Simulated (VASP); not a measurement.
Here is a VASP 6.6.1 calculation.

Contents of INCAR:

```
ALGO = Normal ; EDIFF = 1E-6
ENCUT = 690 ; GGA_COMPAT = F
ISIF = 2 ; ISMEAR = -1
ISPIN = 2 ; LASPH = T
LCHARG = T ; LELF = T
LMAXMIX = 4 ; LORBIT = 11
LREAL = F ; LVHAR = T
LWAVE = F ; MAGMOM = 1 1
NBANDS = 29 ; NELM = 200
PREC = Accurate ; SIGMA = 0.05
```

KPOINTS

```
k-points
0
Gamma
  12 12 7
```

The input POSCAR:

```
Ni
1.0
    2.4206901766      0.0000000000      0.0000000000
   -1.2103450883      2.0963791876      0.0000000000
    0.0000000000      0.0000000000      3.9667913675
Ni
2
Direct
    0.6666666667      0.3333333333      0.7500000000
    0.3333333333      0.6666666667      0.2500000000
```

Potentials or basis: VASP PAW LDA potentials, release 64 (Ni_sv_GW).

The run is started by

```console
$ cat potpaw_LDA.64/Ni_sv_GW/POTCAR > POTCAR
$ mpirun -np 1 vasp_std > vasp.out
```

Question: Predict the site moments.

Answer: Ni +0.60 μB.

Question: Estimate the pressure.

Answer: -1.3 GPa.

Question: What does it give for the net moment?

Answer: 1.16 μB per cell.

Stress tensor (GPa, compression positive):
```
-1.37  0.00  0.00
 0.00 -1.37  0.00
 0.00  0.00 -1.24
```
